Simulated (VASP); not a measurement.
Set up this calculation in VASP 6.6.1, as the native input.

```
Task                   : single point
Functional             : PBE
Potentials or basis    : VASP PAW PBE potentials, release 64 (N, C, H)
Cutoff                 : 520 eV
k mesh                 : 1 × 1 × 1
Occupations            : fermi-dirac, width 0.05 eV
Spin                   : no spin polarisation
Dipole correction      : no
Further INCAR settings : LREAL = Auto; ALGO = Normal; EDIFF = 1e-06; NBANDS = 84
```

The structure of H9C6N5 lies in POSCAR:

```
H9C6N5
1.0
    8.6087530000      0.0000000000      0.0000000000
    0.0000000000      8.6087530000      0.0000000000
    0.0000000000      0.0000000000      8.6087530000
N C H
10 12 18
Direct
    0.2975111494      1.0337966486     -0.0394830703
    0.2296616014      0.9261620121     -0.0578248673
    0.4758993550      0.5118279035      0.0055176400
    0.4626221707      0.6345286013      0.0369972283
    0.6307649900      0.8353590816      0.3027267712
    0.7807983340      0.3086393581      0.3916827443
    1.1940753789      0.6430780393      1.2332215827
   -0.0768636294      0.8774790031      0.6199620317
    0.9607082466      0.3029939412      0.9752864323
    0.3798575705      0.2641729877      0.5713371031
    0.5486973549      0.6409290637      0.5142788973
    0.5829531873      0.7521646863      0.3914852709
    0.5455145478      0.2179293563      0.2251661768
    0.6843848348      0.2705734501      0.3064090699
    0.9135353285      0.6837691824      1.1356348591
    1.0690049999      0.6473179100      1.1866410850
    0.0804181512      1.0029675610      0.3871757036
   -0.0127079962      0.9386957670      0.5110728581
    0.7259820325      0.1997850327      0.8116158054
    0.8580452941      0.2550892098      0.9031970136
    0.1401132080      0.4241032354      0.6788439627
    0.2751850355      0.3361230134      0.6229705975
    0.5338752314      0.5276257781      0.4617045001
    0.6398371518      0.6482239646      0.6074282768
    0.4415273617      0.6689702911      0.5603947517
    0.4560474670      0.2792390489      0.2942237976
    0.5482791759      0.2541831552      0.1041614273
    0.5261505354      0.0918483780      0.2381645751
    0.8760850729      0.7883604048      1.1905324732
    0.9197499336      0.6802378928      1.0137472872
    0.8351616082      0.5870652811      1.1870360318
    0.0977261167      0.9106545396      0.2981616501
    0.0045999694      1.0937007950      0.3428022618
    0.1869608758      1.0567384150      0.4330476203
    0.6583299579      0.2982661949      0.7579959606
    0.7826569075      0.1320400295      0.7221951890
    0.6289877291      0.1449571152      0.8719381309
    0.0815216792      0.3681601737      0.7814372186
    0.1653317269      0.5509973396      0.7043412675
    0.0590213240      0.4201537668      0.5835804558
```

These files were run (other wordings do the same):

INCAR

```
  PREC = Accurate
  ENCUT = 520
  EDIFF = 1E-6
  ISMEAR = -1
  SIGMA = 0.05
  LREAL = Auto
  LASPH = T
  NELM = 100
  ALGO = Normal
  ISIF = 2
  LWAVE = F
  LCHARG = T
  GGA = PE
  LELF = T
  LVHAR = T
  NBANDS = 84
```

KPOINTS

```
Automatic mesh
0
Gamma
  1 1 1
```

Potentials or basis: VASP PAW PBE potentials, release 64 (N, C, H).

Launch:

```bash
$ cat potpaw_PBE.64/N/POTCAR potpaw_PBE.64/C/POTCAR potpaw_PBE.64/H/POTCAR > POTCAR
$ mpirun -np 1 vasp_gam > vasp.out
```

It gave:

```
Pressure               : 1.1 GPa
Largest force          : 5.226 eV/Å
Band gap on the k mesh : 5.56 eV
```

Caveat: the k points lie up to 0.73 Å⁻¹ apart; the standard files for N, O and F lose accuracy on very short bonds.

Wall time 67 s on 1 thread of Intel(R) Xeon(R) Platinum 8488C (Sapphire Rapids), on a shared host, peak memory 0.56 GiB.
